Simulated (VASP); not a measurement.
Wanted: the native input for a VASP 6.6.1 run.

| Quantity | Value |
| --- | --- |
| Task | single point |
| Functional | LDA |
| Potentials or basis | VASP PAW LDA potentials, release 64 (Li_sv, F) |
| Cutoff | 520 eV |
| k mesh | 9 × 9 × 6 |
| Occupations | gaussian, width 0.05 eV |
| Spin | no spin polarisation |
| Dipole correction | no |
| Further INCAR settings | ALGO = Normal; EDIFF = 1e-07; NBANDS = 18 |

The structure of LiF lies in POSCAR:

```
LiF
1.0
    3.1527680120      0.0000000000      0.0000000000
   -1.5763840060      2.7303771907      0.0000000000
    0.0000000000      0.0000000000      4.8073245700
Li F
2 2
Direct
    0.3333333333      0.6666666667      0.3811542600
    0.6666666667      0.3333333333      0.8811542600
    0.3333333333      0.6666666667      0.9938437400
    0.6666666667      0.3333333333      0.4938437400
```

This cell differs from its parent crystal: strain +0.030 along x and y, +0.000 along z.

One way to write it, as run:

INCAR

```
PREC = Accurate ; ENCUT = 520
EDIFF = 1E-7 ; ISMEAR = 0
SIGMA = 0.05 ; LREAL = F
LASPH = T ; NELM = 60
ALGO = Normal ; ISIF = 2
LWAVE = F ; LCHARG = F
GGA = CA ; NBANDS = 18
```

KPOINTS

```
regular mesh
0
Gamma
  9 9 6
```

Potentials or basis: VASP PAW LDA potentials, release 64 (Li_sv, F).

The run is started by

```bash
$ cat potpaw_LDA.64/Li_sv/POTCAR potpaw_LDA.64/F/POTCAR > POTCAR
$ mpirun -np 1 vasp_std > vasp.out
```

It gave:

```json
{
 "Largest force": "0.070 eV/Å",
 "Band gap on the k mesh": "7.25 eV, direct"
}
```

Caveat: the cell differs from its parent crystal (strain +0.030 along x and y, +0.000 along z).

Run time: 34 s on 1 thread of Intel(R) Xeon(R) Platinum 8259CL CPU @ 2.50GHz (Skylake/Cascade Lake), with other jobs on the host, peak memory 0.14 GiB.
